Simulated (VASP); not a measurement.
The system is La.

```xyz
1
Lattice="3.4500 0.0000 0.0000 0.0000 3.4500 0.0000 0.0000 0.0000 3.4500" Properties=species:S:1:pos:R:3 pbc="T T T"
La    0.0000    0.0000    0.0000
```

```yaml
Program: VASP 6.6.1
Task: relaxation of cell and atoms
Functional: PBEsol
Potentials_or_basis: VASP PAW PBE potentials, release 64 (La)
Cutoff: 600 eV
k_mesh: 5 × 5 × 5
Occupations: methfessel-paxton, width 0.1 eV
Spin: no spin polarisation
```

At the start: pressure -4.4 GPa; volume 41.06 Å³/atom.

Problem. Where does the relaxation end?

Solution. Over 3 steps the energy falls by 120.6 meV/atom and the volume is 33.67 Å³/atom (-18.0 %); space group Pm-3m (No. 221, to 0.05 Å).

Step by step:
```
step  energy change (eV)  largest force (eV/Å)  pressure (GPa)  volume (Å³)
   1              0.0000                0.0000           -4.40        41.06
   2             -0.1172                0.0000           -1.00        34.72
   3             -0.1206                0.0000            0.00        33.67
```

Final structure:
```cif
data_structure
_symmetry_space_group_name_H-M 'P 1'
_symmetry_Int_Tables_number 1
_cell_length_a 3.2292
_cell_length_b 3.2292
_cell_length_c 3.2292
_cell_angle_alpha 90.000
_cell_angle_beta 90.000
_cell_angle_gamma 90.000
_cell_volume 33.67
loop_
_atom_site_label
_atom_site_type_symbol
_atom_site_fract_x
_atom_site_fract_y
_atom_site_fract_z
_atom_site_occupancy
La1 La 0.00000 0.00000 0.00000 1
```

Caveat: the k points lie up to 0.39 Å⁻¹ apart in the final cell; the volume moved by over 15 % at a fixed basis, so the end points are rough; the PAW data sets were made with another functional, which shifts forces and pressure a little.
